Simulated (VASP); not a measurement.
# Rh (Fm-3m) in VASP: a series of runs

The runs below take Rh through single point, relaxation of cell and atoms, with PBEsol.

Everything below comes from runs of VASP 6.6.1. Logs are shortened: lines on timing, memory, paths and dates and some standing lists are left out, and cuts for length are marked.

### 1 The cell of the first run

The structure is cubic, space group Fm-3m (No. 225). Conventional cell: a = 3.785 Å, b = 3.785 Å, c = 3.785 Å, α = 90.00°, β = 90.00°, γ = 90.00°. Within 3.5 Å of Rh (site symmetry m-3m) lie 12 Rh at 2.68 Å.

### 2 Single point, PBEsol

INCAR

```
SYSTEM = Rh
PREC     = Accurate       ! precision mode
ENCUT    = 520            ! plane-wave cutoff, eV
EDIFF    = 1E-6           ! SCF threshold, eV
ISMEAR   = 0              ! smearing method
SIGMA    = 0.1            ! smearing width, eV
LREAL    = .FALSE.        ! projectors in reciprocal space
LASPH    = .TRUE.         ! aspherical terms in the spheres
NELM     = 60             ! most SCF steps
ALGO     = Normal         ! electronic algorithm
ISIF     = 2              ! what is computed and relaxed
LWAVE    = .FALSE.        ! write WAVECAR
LCHARG   = .FALSE.        ! write CHGCAR
GGA      = PS             ! functional
NBANDS   = 14             ! bands
```

KPOINTS

```
Automatic mesh
0
G
  8 8 8
  0 0 0
```

POSCAR

```
Rh
1.0
    0.0000000000      1.8922690415      1.8922690415
    1.8922690415      0.0000000000      1.8922690415
    1.8922690415      1.8922690415      0.0000000000
Rh
1
Direct
    0.0000000000      0.0000000000      0.0000000000
```

Potentials or basis: VASP PAW PBE potentials, release 64 (Rh_pv).

Command:

```console
> cat potpaw_PBE.64/Rh_pv/POTCAR > POTCAR
> mpirun -np 1 vasp_std > vasp.out
```

OUTCAR:

```text
SYSTEM = Rh
   PREC = Accurate
   ENCUT = 520
   EDIFF = 1E-6
   ISMEAR = 0
   LREAL = .FALSE.
   LASPH = .TRUE.
   NELM = 60
   ISIF = 2
   GGA = PS

 ion  position               nearest neighbor table
   1  0.000  0.000  0.000-

  LATTYP: Found a face centered cubic cell.
 ALAT       =     3.7845380830

  Lattice vectors:

 A1 = (   0.0000000000,   1.8922690415,   1.8922690415)
 A2 = (   1.8922690415,   0.0000000000,   1.8922690415)
 A3 = (   1.8922690415,   1.8922690415,   0.0000000000)

Analysis of symmetry for initial positions (statically):
=====================================================================
 Subroutine PRICEL returns:
 Original cell was already a primitive cell.

 Routine SETGRP: Setting up the symmetry group for a
 face centered cubic supercell.

 Subroutine GETGRP returns: Found 48 space group operations
 (whereof 48 operations were pure point group operations)
 out of a pool of 48 trial point group operations.

The static configuration has the point symmetry O_h .

Analysis of symmetry for dynamics (positions and initial velocities):
=====================================================================
 Subroutine PRICEL returns:
 Original cell was already a primitive cell.

 Routine SETGRP: Setting up the symmetry group for a
 face centered cubic supercell.

 Subroutine GETGRP returns: Found 48 space group operations
 (whereof 48 operations were pure point group operations)
 out of a pool of 48 trial point group operations.

The dynamic configuration has the point symmetry O_h .

 Subroutine INISYM returns: Found 48 space group operations
 (whereof 48 operations are pure point group operations),
 and found     1 'primitive' translations

----------------------------------------------------------------------------------------

                                     Primitive cell

  volume of cell :      13.5512

  direct lattice vectors                    reciprocal lattice vectors
     0.000000000  1.892269042  1.892269042    -0.264233039  0.264233039  0.264233039
     1.892269042  0.000000000  1.892269042     0.264233039 -0.264233039  0.264233039
     1.892269042  1.892269042  0.000000000     0.264233039  0.264233039 -0.264233039

  length of vectors
     2.676072542  2.676072542  2.676072542     0.457665049  0.457665049  0.457665049

  position of ions in fractional coordinates (direct lattice)
     0.000000000  0.000000000  0.000000000

  ion indices of the primitive-cell ions
   primitive index   ion index
                 1           1

----------------------------------------------------------------------------------------

 KPOINTS: Automatic mesh

Automatic generation of k-mesh.
 Grid dimensions read from file:
 generate k-points for:    8    8    8

 Generating k-lattice:

  Cartesian coordinates                     Fractional coordinates (reciprocal lattice)
    -0.033029130  0.033029130  0.033029130     0.125000000  0.000000000  0.000000000
     0.033029130 -0.033029130  0.033029130     0.000000000  0.125000000  0.000000000
     0.033029130  0.033029130 -0.033029130     0.000000000  0.000000000  0.125000000

  Length of vectors
     0.057208131  0.057208131  0.057208131

  Shift w.r.t. Gamma in fractional coordinates (k-lattice)
     0.000000000  0.000000000  0.000000000

 Subroutine IBZKPT returns following result:
 ===========================================

 Found     29 irreducible k-points:

 Following reciprocal coordinates:
            Coordinates               Weight
  0.000000  0.000000  0.000000      1.000000
  0.125000  0.000000  0.000000      8.000000
  0.250000  0.000000  0.000000      8.000000
  0.375000  0.000000  0.000000      8.000000
  0.500000  0.000000  0.000000      4.000000
  0.125000  0.125000  0.000000      6.000000
[... 16 lines left out ...]
  0.500000  0.250000  0.125000     48.000000
 -0.375000  0.250000  0.125000     24.000000
 [... further k-points ...]
   k-points           NKPTS =     29   k-points in BZ     NKDIM =     29   number of bands    NBANDS=     14
   number of dos      NEDOS =    301   number of ions     NIONS =      1
   total plane-waves  NPLWV =   8000
   dimension x,y,z NGX =    20 NGY =   20 NGZ =   20
   dimension x,y,z NGXF=    40 NGYF=   40 NGZF=   40
   ions per type =               1
   NGX,Y,Z   is equivalent  to a cutoff of  12.42, 12.42, 12.42 a.u.
   NGXF,Y,Z  is equivalent  to a cutoff of  24.85, 24.85, 24.85 a.u.
 SYSTEM =  Rh
   PREC   = accura    normal or accurate (medium, high low for compatibility)
   ISTART =      0    job   : 0-new  1-cont  2-samecut
   ICHARG =      2    charge: 1-file 2-atom 10-const
   ISPIN  =      1    spin polarized calculation?
   LNONCOLLINEAR =      F non collinear calculations
   LSORBIT =      F    spin-orbit coupling
   LASPH  =      T    aspherical Exc in radial PAW
   ENCUT  =  520.0 eV  38.22 Ry    6.18 a.u.   4.98  4.98  4.98*2*pi/ulx,y,z
   NELM   =     60;   NELMIN=  2; NELMDL= -5     # of ELM steps
   EDIFF  = 0.1E-05   stopping-criterion for ELM
   LREAL  =      F    real-space projection
   EDIFFG = 0.1E-04   stopping-criterion for IOM
   NSW    =      0    number of steps for IOM
   IBRION =     -1    ionic relax: 0-MD 1-quasi-New 2-CG
   NFREE  =      0    steps in history (QN), initial steepest desc. (CG)
   ISIF   =      2    stress and relaxation
   ISYM   =      2    0-nonsym 1-usesym 2-fastsym
   POTIM  = 0.5000    time-step for ionic-motion
   TEBEG  =    0.0;   TEEND  =   0.0 temperature during run
   PSTRESS=    0.0 pullay stress
   NELECT =      15.0000    total number of electrons
   NUPDOWN=      -1.0000    fix difference up-down
   EMIN   =  10.00;   EMAX   =-10.00  energy-range for DOS
   EFERMI =   0.00;   METHOD = LEGACY
   ISMEAR =     0;   SIGMA  =   0.10  broadening in eV -4-tet -1-fermi 0-gaus
   EFERMI_NEDOS =   21; number of points for ismear=-14 and -15
   IALGO  =     38    algorithm
   IMIX   =      4    mixing-type and parameters
     AMIX     =   0.40;   BMIX     =  1.00
     AMIX_MAG =   1.60;   BMIX_MAG =  1.00
  volume/ion in A,a.u.               =      13.55        91.45
  Fermi-wavevector in a.u.,A,eV,Ry     =   1.693476  3.200206 39.019615  2.867861
  Thomas-Fermi vector in A             =   2.774875
   LORBIT       =      0    0 simple, 1 ext, 2 COOP (PROOUT), +10 PAW based schemes
   GGA     = PS    functional components
   LHFCALC =     F    Hartree Fock is set to
   AEXX    =    0.0000 exact exchange contribution
   IVDW    =     0    specifies the selected vdW correction
   LEPSILON=     F    determine dielectric tensor
   LRPA    =     F    only Hartree local field effects (RPA)
 non-spin polarized calculation
 Gauss-broadening in eV      SIGMA  =   0.10
  energy-cutoff  :      520.00
  volume of cell :       13.55
 maximum number of plane-waves:       380
   NGX =  9   NGY =  9   NGZ =  9

 number of electron      15.0000007 magnetization

 Free energy of the ion-electron system (eV)
  ---------------------------------------------------
  ext. energy  EPLUGINS =         0.00000000
  ---------------------------------------------------
  free energy    TOTEN  =        -8.10611782 eV

  energy without entropy =       -8.09646970  energy(sigma->0) =       -8.10129376

 E-fermi :  12.0613     XC(G=0): -14.3068

 val. band max:       12.0342394261   @ k =  -0.3750   0.2500   0.0000
 cond. band min:      12.1337569330   @ k =   0.3750   0.0000   0.0000
 fundamental gap:      0.0995175069
 Fermi energy:        12.0613297707

 k-point     1 :       0.0000    0.0000    0.0000
  band No.  band energies     occupation
      1     -34.2997      2.00000
      2     -34.2997      2.00000
      3     -34.2997      2.00000
      4       3.8603      2.00000
      5       8.8746      2.00000
      6       8.8746      2.00000
      7       8.8746      2.00000
      8      11.0492      2.00000
      9      11.0492      2.00000
     10      27.9338      0.00000
     11      32.4217      0.00000
     12      33.4808      0.00000
     13      33.4808      0.00000
     14      33.4808      0.00000

 k-point     2 :       0.1250    0.0000    0.0000
  band No.  band energies     occupation
      1     -34.4170      2.00000
      2     -34.3155      2.00000
      3     -34.3155      2.00000
      4       4.4726      2.00000
      5       8.6313      2.00000
      6       9.0953      2.00000
      7       9.0953      2.00000
      8      10.9445      2.00000
      9      10.9445      2.00000
     10      28.7816      0.00000
     11      30.9179      0.00000
     12      32.4247      0.00000
     13      34.3996      0.00000
     14      34.3996      0.00000

 k-point     3 :       0.2500    0.0000    0.0000
  band No.  band energies     occupation
      1     -34.6948      2.00000
      2     -34.3534      2.00000
      3     -34.3534      2.00000
      4       5.6805      2.00000
      5       8.7253      2.00000
      6       9.2507      2.00000
      7       9.2507      2.00000
      8      11.2062      2.00000
      9      11.2062      2.00000
     10      27.1763      0.00000
     11      29.5878      0.00000
     12      32.4233      0.00000
     13      36.5674      0.00000
     14      36.5674      0.00000
[... 324 lines left out ...]
 k-point    23 :       0.5000    0.2500    0.1250
  band No.  band energies     occupation
      1     -34.9076      2.00000
      2     -34.5834      2.00000
      3     -34.4474      2.00000
      4       6.9641      2.00000
      5       8.0275      2.00000
      6       8.5629      2.00000
      7      10.2808      2.00000
      8      11.9160      1.96013
      9      15.2052      0.00000
     10      23.7401      0.00000
     11      27.9926      0.00000
     12      29.8287      0.00000
     13      32.4268      0.00000
     14      34.5149      0.00000

 k-point    24 :      -0.3750    0.2500    0.1250
  band No.  band energies     occupation
      1     -34.9702      2.00000
      2     -34.6104      2.00000
      3     -34.4719      2.00000
      4       6.8929      2.00000
      5       7.7810      2.00000
      6       9.2911      2.00000
      7       9.9876      2.00000
      8      12.4399      0.00000
      9      17.4811      0.00000
     10      20.5451      0.00000
     11      28.1585      0.00000
     12      28.9523      0.00000
     13      32.4274      0.00000
     14      33.2577      0.00000

 [... further k-points ...]
[... 5 lines left out ...]
  --------------------------------------------------------------------------------------
  -------------------------------------------------------------------------------------
  Total       -0.0193371     -0.0193371     -0.0193371      0.0000000     -0.0000000      0.0000000
  in kB       -2.2862489     -2.2862489     -2.2862489      0.0000000     -0.0000000      0.0000000
  external PRESSURE =      -2.2862489 kB  Pullay stress =       0.0000000 kB

 VOLUME and BASIS-vectors are now :
 -----------------------------------------------------------------------------
  energy-cutoff  :      520.00
  volume of cell :       13.55
      direct lattice vectors                 reciprocal lattice vectors
     0.000000000  1.892269042  1.892269042    -0.264233039  0.264233039  0.264233039
     1.892269042  0.000000000  1.892269042     0.264233039 -0.264233039  0.264233039
     1.892269042  1.892269042  0.000000000     0.264233039  0.264233039 -0.264233039

 POSITION                                       TOTAL-FORCE (eV/Angst)
 -----------------------------------------------------------------------------------
      0.00000      0.00000      0.00000         0.000000      0.000000      0.000000
 -----------------------------------------------------------------------------------
    total drift:                                0.000000      0.000000      0.000000

  FREE ENERGIE OF THE ION-ELECTRON SYSTEM (eV)
  ---------------------------------------------------
  free  energy   TOTEN  =        -8.1061178169 eV

  energy  without entropy=       -8.0964696954  energy(sigma->0) =       -8.10129376
```

It took 8.1 s on 1 thread of Intel Xeon 8259CL, shared host; peak memory 0.12 GiB.

Results:

| Item | Value |
| --- | --- |
| Free energy | -8.1061 eV |
| Pressure | -0.2 GPa |
| Band gap on the k mesh | zero (an odd number of electrons rules out a gap without spin polarisation) |

Caveat: the PAW data sets were made with another functional, which shifts forces and pressure a little.

### 3 Relaxation of cell and atoms, PBEsol

This run uses another cell than the first one, of 13.78 Å³/atom.

INCAR

```
PREC = Accurate ; ENCUT = 600
EDIFF = 1E-6 ; ISMEAR = 0
SIGMA = 0.1 ; LREAL = False
LASPH = True ; NELM = 60
ALGO = Normal ; ISIF = 3
LWAVE = False ; LCHARG = False
GGA = PS ; IBRION = 2
NSW = 90 ; EDIFFG = -0.04
```

KPOINTS

```
regular mesh
0
Gamma
  8 8 8
```

POSCAR

```
Rh
1.0
    0.0000000000      1.9029860865      1.9029860865
    1.9029860865      0.0000000000      1.9029860865
    1.9029860865      1.9029860865      0.0000000000
Rh
1
Direct
    0.0000000000      0.0000000000      0.0000000000
```

Potentials or basis: VASP PAW PBE potentials, release 64 (Rh_pv).

Command:

```console
> cat potpaw_PBE.64/Rh_pv/POTCAR > POTCAR
> mpirun -np 1 vasp_std > vasp.out
```

It took 15 s on 1 thread of Intel Xeon 8259CL, shared host; peak memory 0.14 GiB.

The run converged. Its results:

| Item | Value |
| --- | --- |
| Free energy | -8.1068 eV |
| Relaxed volume | 13.54 Å³/atom |
| Relaxed cell | a = 2.675 Å, b = 2.675 Å, c = 2.675 Å, α = 60.00°, β = 60.00°, γ = 60.00° |
| Space group after relaxing (to 0.1 Å) | Fm-3m (No. 225) |
| Energy gained by relaxing | 4.0 meV/atom |
| Ionic steps | 3 |
| Pressure after relaxing | -0.1 GPa |
| Band gap on the k mesh | zero (an odd number of electrons rules out a gap without spin polarisation) |

The path:
```csv
step,energy change (eV),largest force (eV/Å),pressure (GPa),volume (Å³)
1,0.0000,0.0000,-5.07,13.78
2,0.0232,0.0000,15.13,12.93
3,-0.0040,0.0000,-0.10,13.54
```

Final structure:
```yaml
crystal:
  lattice:
    - [0.00000, 1.89172, 1.89172]
    - [1.89172, 0.00000, 1.89172]
    - [1.89172, 1.89172, 0.00000]
  atoms:
    - { symbol: Rh, position: [0.00000, 0.00000, 0.00000] }
```

Levels at points of the mesh, in eV from the Fermi level:
| k point | band 3 | band 4 | band 5 | band 6 | band 7 | band 8 | band 9 | band 10 | band 11 |
| --- | --- | --- | --- | --- | --- | --- | --- | --- | --- |
| (0.00, 0.00, 0.00) | -46.36 | -8.21 | -3.19 | -3.19 | -3.19 | -1.01 | -1.01 | 15.87 | 20.36 |
| (0.50, 0.00, 0.00) | -46.47 | -6.33 | -3.26 | -3.26 | 0.59 | 0.59 | 0.60 | 8.72 | 15.39 |
| (0.50, 0.50, 0.00) | -46.65 | -6.51 | -6.14 | 0.57 | 1.01 | 1.01 | 3.16 | 12.40 | 13.29 |

Caveat: the PAW data sets were made with another functional, which shifts forces and pressure a little.

### 4 Single point, PBEsol

This run uses another cell than the first one, of 13.50 Å³/atom.

INCAR

```
ALGO = Normal
EDIFF = 1E-6
ENCUT = 520
GGA = PS
ISIF = 2
ISMEAR = 0
LASPH = True
LCHARG = False
LREAL = False
LWAVE = False
NBANDS = 14
NELM = 100
PREC = Accurate
SIGMA = 0.1
```

KPOINTS

```
k-points
0
Gamma
  24 24 24
```

POSCAR

```
Rh
1.0
    0.0000000000      1.8899113175      1.8899113175
    1.8899113175      0.0000000000      1.8899113175
    1.8899113175      1.8899113175      0.0000000000
Rh
1
Direct
    0.0000000000      0.0000000000      0.0000000000
```

Command:

```console
> cat potpaw_PBE.64/Rh_pv/POTCAR > POTCAR
> mpirun -np 1 vasp_std > vasp.out
```

Run time: 75 s. Hardware: 1 thread of Intel Xeon 8259CL, shared host; peak memory 0.18 GiB.

The run converged. Its results:

| Item | Value |
| --- | --- |
| Free energy | -8.1417 eV |
| Pressure | -0.1 GPa |
| Band gap on the k mesh | zero (an odd number of electrons rules out a gap without spin polarisation) |

Levels at points of the mesh, in eV from the Fermi level:
```
           k point  band 5  band 6  band 7  band 8  band 9  band 10
(0.00, 0.00, 0.00)   -3.18   -3.18   -3.18   -1.01   -1.01    15.92
(0.50, 0.00, 0.00)   -3.26   -3.26    0.60    0.60    0.63     8.78
(0.50, 0.50, 0.00)   -6.14    0.58    1.02    1.02    3.20    12.46
```

Caveat: the PAW data sets were made with another functional, which shifts forces and pressure a little.

### 5 Overview

| task | cell | k mesh | cutoff (eV) | gap on the mesh (eV) | pressure (GPa) |
| --- | --- | --- | --- | --- | --- |
| single point | a = 2.676 Å, angles 60.0°, 1 atom | 8 × 8 × 8 | 520 | none | -0.2 |
| relaxation of cell and atoms | relaxed from a = 2.691 Å, angles 60.0°, 1 atom | 8 × 8 × 8 | 600 | none | -0.1 |
| single point | a = 2.673 Å, angles 60.0°, 1 atom | 24 × 24 × 24 | 520 | none | -0.1 |

Alike in all rows: level PBEsol; potentials or basis VASP PAW PBE potentials, release 64 (Rh_pv); no spin polarisation; smearing gaussian 0.1 eV.

Caveats: the PAW data sets were made with another functional, which shifts forces and pressure a little.

Total energies depend on the potentials used, so only differences within one code and one set of settings carry meaning.
